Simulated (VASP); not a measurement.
Here is a VASP 6.6.1 calculation.

The input INCAR:

```
PREC = Accurate ; ENCUT = 520
EDIFF = 1E-6 ; ISMEAR = 0
SIGMA = 0.05 ; LREAL = False
LASPH = True ; NELM = 80
ALGO = Normal ; ISIF = 2
LWAVE = False ; LCHARG = False
GGA = PS ; NBANDS = 11
```

KPOINTS

```
Automatic mesh
0
Gamma
  14 14 14
```

POSCAR

```
Ca
1.0
    0.0000000000      2.7900000000      2.7900000000
    2.7900000000      0.0000000000      2.7900000000
    2.7900000000      2.7900000000      0.0000000000
Ca
1
Direct
    0.0000000000      0.0000000000      0.0000000000
```

Potentials or basis: VASP PAW PBE potentials, release 64 (Ca_sv).

Command:

```console
$ cat potpaw_PBE.64/Ca_sv/POTCAR > POTCAR
$ mpirun -np 1 vasp_std > vasp.out
```

Question: Estimate the band gap on the k mesh.

Answer: Zero (band 5 reaches 1.95 eV, above the bottom of band 6 at 1.60 eV).

Question: What does it give for the pressure?

Answer: -1.1 GPa.

Caveat: the PAW data sets were made with another functional, which shifts forces and pressure a little.
